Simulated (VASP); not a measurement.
Wanted: the native input for a VASP 6.6.1 run.

```yaml
Task: single point
Functional: PBEsol
Potentials_or_basis: VASP PAW PBE potentials, release 64 (Pt, Al)
Cutoff: 520 eV
k_mesh: 6 × 6 × 6
Occupations: fermi-dirac, width 0.05 eV
Spin: non-collinear spin, zero start, spin-orbit coupling
Starting_moments: "[[0.0, 0.0, 0.0], [0.0, 0.0, 0.0], [0.0, 0.0, 0.0]] μB"
Dipole_correction: no
Further_INCAR_settings: ALGO = Fast; EDIFF = 1e-06; NBANDS = 29
```

The structure of Al2Pt lies in POSCAR:

```
Al2Pt
1.0
    0.0000000000      2.9550000000      2.9550000000
    2.9550000000      0.0000000000      2.9550000000
    2.9550000000      2.9550000000      0.0000000000
Pt Al
1 2
Direct
    0.0000000000      0.0000000000      0.0000000000
    0.7500000000      0.7500000000      0.7500000000
    0.2500000000      0.2500000000      0.2500000000
```

These files were run (other wordings do the same):

INCAR

```
PREC     = Accurate       # precision mode
ENCUT    = 520            # plane-wave cutoff, eV
EDIFF    = 1E-6           # SCF threshold, eV
ISMEAR   = -1             # smearing method
SIGMA    = 0.05           # smearing width, eV
LREAL    = False          # projectors in reciprocal space
LASPH    = True           # aspherical terms in the spheres
NELM     = 150            # most SCF steps
ALGO     = Fast           # electronic algorithm
ISIF     = 2              # what is computed and relaxed
LWAVE    = False          # write WAVECAR
LCHARG   = False          # write CHGCAR
LNONCOLLINEAR= True           # non-collinear magnetism
MAGMOM   = 0 0 0 0 0 0 0 0 0 # initial moments
LORBIT   = 11             # projections on sites
LSORBIT  = True           # spin-orbit coupling
GGA_COMPAT= False        
LORBMOM  = True         
LMAXMIX  = 4              # l up to which the mixer works
GGA      = PS             # functional
NBANDS   = 29             # bands
```

KPOINTS

```
regular mesh
0
Gamma
  6 6 6
```

Potentials or basis: VASP PAW PBE potentials, release 64 (Pt, Al).

Command:

```console
$ cat potpaw_PBE.64/Pt/POTCAR potpaw_PBE.64/Al/POTCAR > POTCAR
$ mpirun -np 1 vasp_ncl > vasp.out
```

Results of the run:

| Item | Value |
| --- | --- |
| Pressure | -1.4 GPa |
| Net moment | 0.00 μB per cell |
| Valence electrons inside the program's atomic spheres | Pt 9.71; Al 0.76 |

Caveat: the PAW data sets were made with another functional, which shifts forces and pressure a little.

Run time: 3.4 min on 1 thread of AMD EPYC 7R13, on a shared host, peak memory 0.28 GiB.
